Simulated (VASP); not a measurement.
Wanted: the native input for a VASP 6.6.1 run.

* Task: relaxation of cell and atoms
* Functional: PBEsol
* Potentials or basis: VASP PAW PBE potentials, release 64 (Zr_sv, Nb_sv, N)
* Cutoff: 600 eV
* k mesh: 7 × 7 × 7
* Occupations: methfessel-paxton, width 0.05 eV
* Spin: no spin polarisation
* Dipole correction: no
* Further INCAR settings: ALGO = Normal; EDIFF = 1e-06; IBRION = 2; EDIFFG = -0.03; NSW = 60; ISIF = 3

The structure of ZrNbN2 lies in POSCAR:

```
ZrNbN2
1.0
    5.4972600000      0.0000000000      0.0000000000
    4.5523318911      3.0815810651      0.0000000000
    4.5523318911      1.3959153675      2.7472826843
Zr Nb N
1 1 2
Direct
    0.5000000000      0.5000000000      0.5000000000
    0.0000000000      0.0000000000      0.0000000000
    0.7492200000      0.7492200000      0.7492200000
    0.2507800000      0.2507800000      0.2507800000
```

One way to write it, as run:

INCAR

```
SYSTEM = ZrNbN2
  PREC = Accurate
  ENCUT = 600
  EDIFF = 1E-6
  ISMEAR = 1
  SIGMA = 0.05
  LREAL = .False.
  LASPH = .True.
  NELM = 60
  ALGO = Normal
  ISIF = 3
  LWAVE = .False.
  LCHARG = .False.
  GGA = PS
  IBRION = 2
  NSW = 60
  EDIFFG = -0.03
```

KPOINTS

```
regular mesh
0
Gamma
  7 7 7
  0 0 0
```

Potentials or basis: VASP PAW PBE potentials, release 64 (Zr_sv, Nb_sv, N).

Run with:

```bash
$ cat potpaw_PBE.64/Zr_sv/POTCAR potpaw_PBE.64/Nb_sv/POTCAR potpaw_PBE.64/N/POTCAR > POTCAR
$ mpirun -np 1 vasp_std > vasp.out
```

Results of the run:

- Relaxed volume: 11.09 Å³/atom
- Relaxed cell: a = 5.440 Å, b = 5.440 Å, c = 5.440 Å, α = 33.79°, β = 33.79°, γ = 33.79°
- Space group after relaxing (to 0.05 Å): R-3m (No. 166)
- Energy gained by relaxing: 23.0 meV/atom
- Ionic steps: 7
- Pressure after relaxing: 0.3 GPa
- Largest force after relaxing: 0.027 eV/Å

Caveat: the PAW data sets were made with another functional, which shifts forces and pressure a little.

It took 8.2 min on 1 thread of Intel(R) Xeon(R) Platinum 8488C (Sapphire Rapids), with other jobs on the host, peak memory 0.39 GiB.
